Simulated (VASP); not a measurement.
# Hg: relaxation of cell and atoms with PBEsol

Crystal: Hg.

```
Hg
1.0
     4.16748    0.00000    0.00000
    -2.08374    3.60914    0.00000
     0.00000    0.00000    2.43849
Hg
3
Cartesian
  0.0000 0.0000 0.0000
  0.0000 2.4061 1.2192
  2.0837 1.2030 1.2192
```

| Quantity | Value |
| --- | --- |
| Program | VASP 6.6.1 |
| Task | relaxation of cell and atoms |
| Functional | PBEsol |
| Potentials or basis | VASP PAW PBE potentials, release 64 (Hg) |
| Cutoff | 600 eV |
| k mesh | 9 × 9 × 12 |
| Occupations | fermi-dirac, width 0.05 eV |
| Spin | no spin polarisation |
| Target pressure | 230 GPa |
| Dipole correction | no |
| Further INCAR settings | ALGO = Normal; EDIFF = 1e-06; IBRION = 2; EDIFFG = -0.005; NSW = 32; ISIF = 3 |

- Relaxed volume: 12.38 Å³/atom
- Relaxed cell: a = 4.183 Å, b = 4.183 Å, c = 2.452 Å, α = 90.00°, β = 90.00°, γ = 120.00°
- Space group after relaxing (to 0.05 Å): P6/mmm (No. 191)
- Energy change on relaxing (the enthalpy is what falls): -232.0 meV/atom
- Ionic steps: 9
- Pressure after relaxing: 230.0 GPa
- Band gap on the k mesh: zero (band 18 reaches 14.82 eV, above the bottom of band 19 at 11.39 eV)

Step by step:
| step | energy change (eV) | largest force (eV/Å) | pressure (GPa) | volume (Å³) |
| --- | --- | --- | --- | --- |
| 1 | 0.0000 | 0.0000 | 243.54 | 36.68 |
| 2 | -6.3174 | 0.0000 | 122.11 | 42.44 |
| 3 | -0.7535 | 0.0000 | 228.87 | 37.19 |
| 4 | -0.6975 | 0.0000 | 229.94 | 37.15 |
| 5 | -0.6839 | 0.0000 | 230.23 | 37.14 |
| 6 | -0.6823 | 0.0000 | 230.26 | 37.14 |
| 7 | -0.6834 | 0.0000 | 230.26 | 37.14 |
| 8 | -0.7932 | 0.0000 | 228.12 | 37.22 |
| 9 | -0.6960 | 0.0000 | 230.01 | 37.15 |

Final structure:
```xyz
3
Lattice="4.1829 0.0000 0.0000 -2.0915 3.6225 0.0000 0.0000 0.0000 2.4516" Properties=species:S:1:pos:R:3 pbc="T T T"
Hg    0.0000    0.0000    0.0000
Hg    0.0000    2.4150    1.2258
Hg    2.0915    1.2075    1.2258
```

Levels at points of the mesh, in eV from the Fermi level:
| k point | band 14 | band 15 | band 16 | band 17 | band 18 | band 19 | band 20 | band 21 | band 22 |
| --- | --- | --- | --- | --- | --- | --- | --- | --- | --- |
| (0.00, 0.00, 0.00) | -10.23 | -7.88 | -7.88 | -0.74 | 0.17 | 1.35 | 1.35 | 1.36 | 1.36 |
| (0.00, 0.00, 0.50) | -8.48 | -6.75 | -4.85 | -3.99 | 2.97 | 3.88 | 3.88 | 3.93 | 5.66 |

Wall time 4.3 min on 1 thread of Oxide Virtual Turin-like Processor, on a shared host, peak memory 0.19 GiB.

Caveat: the cell is relaxed towards a set pressure, so the enthalpy falls and the energy may rise; the PAW data sets were made with another functional, which shifts forces and pressure a little; spin-orbit coupling is left out, which moves the levels of the heavy elements.
